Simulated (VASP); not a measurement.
Input of a VASP 6.6.1 run:

The input INCAR:

```
SYSTEM = YGa3As2
  PREC = Accurate
  ENCUT = 520
  EDIFF = 1E-6
  ISMEAR = 0
  SIGMA = 0.1
  LREAL = .FALSE.
  LASPH = .TRUE.
  NELM = 60
  ALGO = Normal
  ISIF = 2
  LWAVE = .FALSE.
  LCHARG = .TRUE.
  GGA = PE
  LELF = .TRUE.
  LVHAR = .TRUE.
  NBANDS = 39
```

KPOINTS

```
regular mesh
0
G
  4 4 4
  0 0 0
```

Contents of POSCAR:

```
YGa3As2
1.0
    4.3723391900      0.0000000000      0.0000000000
    0.0000000000      4.3723391900      0.0000000000
    0.0000000000      0.0000000000      6.1834213800
Y Ga As
1 3 2
Direct
    0.5000000000      0.5000000000      0.0000000000
    0.0000000000      0.0000000000      0.0000000000
    0.5000000000      0.5000000000      0.5000000000
    0.0000000000      0.0000000000      0.5000000000
    0.5000000000      0.0000000000      0.7500000000
    0.0000000000      0.5000000000      0.2500000000
```

Potentials or basis: VASP PAW PBE potentials, release 64 (Y_sv, Ga_d, As).

Launch:

```sh
$ cat potpaw_PBE.64/Y_sv/POTCAR potpaw_PBE.64/Ga_d/POTCAR potpaw_PBE.64/As/POTCAR > POTCAR
$ mpirun -np 1 vasp_std > vasp.out
```

What does it give for the largest force?

1.548 eV/Å.

Predict the pressure.

14.5 GPa.

Stress tensor (GPa, compression positive):
```
14.07  0.00  0.00
 0.00 14.07  0.00
 0.00  0.00 15.45
```

Caveat: forces of over 1 eV/Å act on the atoms, so gaps and moduli don't describe the material at rest.
